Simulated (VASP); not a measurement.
The system is W.

```
CELL_PARAMETERS angstrom
2.80966 0.00000 0.00000
0.00000 4.86387 0.00000
0.00000 0.00000 4.92370
ATOMIC_POSITIONS crystal
W 0.79317 0.93684 0.75000
W 0.20683 0.43684 0.75000
W 0.20683 0.06316 0.25000
W 0.79317 0.56316 0.25000
```

```yaml
Program: VASP 6.6.1
Task: relaxation of cell and atoms
Functional: PBEsol
Potentials_or_basis: VASP PAW PBE potentials, release 64 (W_sv)
Cutoff: 600 eV
k_mesh: 9 × 6 × 6
Occupations: fermi-dirac, width 0.05 eV
Spin: no spin polarisation
```

At the start: pressure -10.2 GPa; volume 16.82 Å³/atom.

Problem. How do energy, volume and symmetry change on relaxing?

Solution. Over 47 steps the energy falls by 528.6 meV/atom and the volume is 15.74 Å³/atom (-6.5 %); space group Im-3m (No. 229, to 0.05 Å).

The path:
```
step  energy change (eV)  largest force (eV/Å)  pressure (GPa)  volume (Å³)
   1              0.0000                0.0691          -10.15        67.29
   3             -0.0794                0.1794           -0.51        64.99
   5             -0.0796                0.1892            0.16        64.84
   7             -0.1349                0.5371            0.73        64.32
   9             -0.2970                1.9879           13.14        61.39
  11             -0.3766                1.8436            9.58        61.89
  13             -0.3972                1.7518            7.74        62.20
  15             -0.4000                1.7685            7.86        62.18
  17             -0.4073                1.8277            8.39        62.09
  19             -0.4083                1.8662            8.81        62.03
  21             -0.4285                1.8786            8.43        62.10
  23             -0.5179                1.9337            6.82        62.38
  25             -0.8439                2.0777            0.89        63.51
  27             -1.1770                1.6706          -17.00        67.89
  29             -1.4504                1.7575           -8.95        65.54
  31             -1.7796                1.3833            1.50        63.09
  33             -2.0575                0.2258            3.82        62.28
  35             -2.0955                0.1785           -2.81        63.51
  37             -2.1127                0.1141            0.26        62.89
  39             -2.1136                0.0779           -0.03        62.95
  41             -2.1143                0.0068            0.25        62.89
  43             -2.1144                0.0060            0.11        62.92
  45             -2.1144                0.0042            0.06        62.92
  47             -2.1145                0.0015           -0.03        62.95
```

Final structure:
```
W
1.0
     3.16606    0.00000    0.00000
     0.00000    4.45888    0.00000
     0.00000    0.00000    4.45885
W
4
Cartesian
  2.3746 4.4588 3.3441
  0.7915 2.2294 3.3441
  0.7915 0.0001 1.1147
  2.3746 2.2295 1.1147
```

Caveat: the PAW data sets were made with another functional, which shifts forces and pressure a little.
